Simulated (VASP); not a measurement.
## SiC: relaxation of cell and atoms with PBE

SiC:

```xyz
2
Lattice="0.0000 2.1740 2.1740 2.1740 0.0000 2.1740 2.1740 2.1740 0.0000" Properties=species:S:1:pos:R:3 pbc="T T T"
Si    0.0000    0.0000    0.0000
C     1.0870    1.0870    1.0870
```

```yaml
Program: VASP 6.6.1
Task: relaxation of cell and atoms
Functional: PBE
Potentials_or_basis: VASP PAW PBE potentials, release 64 (Si, C)
Cutoff: 600 eV
k_mesh: 6 × 6 × 6
Occupations: gaussian, width 0.1 eV
Spin: no spin polarisation
Dipole_correction: no
Further_INCAR_settings: ALGO = Normal; EDIFF = 1e-06; IBRION = 2; EDIFFG = -0.04; NSW = 90; ISIF = 3
```

| Item | Value |
| --- | --- |
| Relaxed volume | 10.50 Å³/atom |
| Relaxed cell | a = 3.096 Å, b = 3.096 Å, c = 3.096 Å, α = 60.00°, β = 60.00°, γ = 60.00° |
| Space group after relaxing (to 0.05 Å) | F-43m (No. 216) |
| Energy gained by relaxing | 3.1 meV/atom |
| Ionic steps | 3 |
| Pressure after relaxing | 0.0 GPa |
| Band gap on the k mesh | 1.36 eV, indirect (least direct gap 4.52 eV) |

The path:
| step | energy change (eV) | largest force (eV/Å) | pressure (GPa) | volume (Å³) |
| --- | --- | --- | --- | --- |
| 1 | 0.0000 | 0.0000 | 4.69 | 20.55 |
| 2 | 0.0004 | 0.0000 | -4.47 | 21.46 |
| 3 | -0.0063 | 0.0000 | 0.00 | 20.99 |

Final structure:
```
Si C
1.0
     0.00000    2.18942    2.18942
     2.18942    0.00000    2.18942
     2.18942    2.18942    0.00000
Si C
1 1
Cartesian
  0.0000 0.0000 0.0000
  1.0947 1.0947 1.0947
```

Levels at points of the mesh, in eV from the valence-band top:
| k point | band 1 | band 2 | band 3 | band 4 | band 5 | band 6 | band 7 | band 8 |
| --- | --- | --- | --- | --- | --- | --- | --- | --- |
| (0.00, 0.00, 0.00) | -15.29 | 0.00 | 0.00 | 0.00 | 6.06 | 7.20 | 7.20 | 7.20 |
| (0.50, 0.00, 0.00) | -11.78 | -8.46 | -1.05 | -1.05 | 5.30 | 7.16 | 7.16 | 9.97 |
| (0.50, 0.50, 0.00) | -10.34 | -7.75 | -3.16 | -3.16 | 1.36 | 4.27 | 13.86 | 13.86 |

Wall time 8 s on 1 thread of AMD EPYC 9R14 (Zen 4) (shared host), peak memory 0.12 GiB.

A k mesh can miss the band edges. As with any semilocal functional, this PBE gap is likely too small.
